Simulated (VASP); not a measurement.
PbSe:

```xyz
2
Lattice="0.0000 3.0621 3.0621 3.0621 0.0000 3.0621 3.0621 3.0621 0.0000" Properties=species:S:1:pos:R:3 pbc="T T T"
Pb    0.0000    0.0000    0.0000
Se    3.0621    3.0621    3.0621
```

- Program: VASP 6.6.1
- Task: relaxation of cell and atoms
- Functional: r2SCAN
- Potentials or basis: VASP PAW PBE potentials, release 64 (Pb_d, Se)
- Cutoff: 600 eV
- k mesh: 10 × 10 × 10
- Occupations: gaussian, width 0.02 eV
- Spin: no spin polarisation

At the start: pressure 1.5 GPa; volume 28.71 Å³/atom.

Where does the relaxation end?

Over 3 steps the energy falls by 3.5 meV/atom and the volume is 29.49 Å³/atom (+2.7 %); space group Fm-3m (No. 225, to 0.05 Å).

Step by step:
```csv
step,energy change (eV),largest force (eV/Å),pressure (GPa),volume (Å³)
1,0.0000,0.0000,1.47,57.43
2,-0.0057,0.0000,-0.56,59.64
3,-0.0069,0.0000,0.01,58.98
```

Final structure:
```xyz
2
Lattice="0.0000 3.0894 3.0894 3.0894 0.0000 3.0894 3.0894 3.0894 0.0000" Properties=species:S:1:pos:R:3 pbc="T T T"
Pb    0.0000    0.0000    0.0000
Se    3.0894    3.0894    3.0894
```

Caveat: the PAW data sets were made with another functional, which shifts forces and pressure a little.
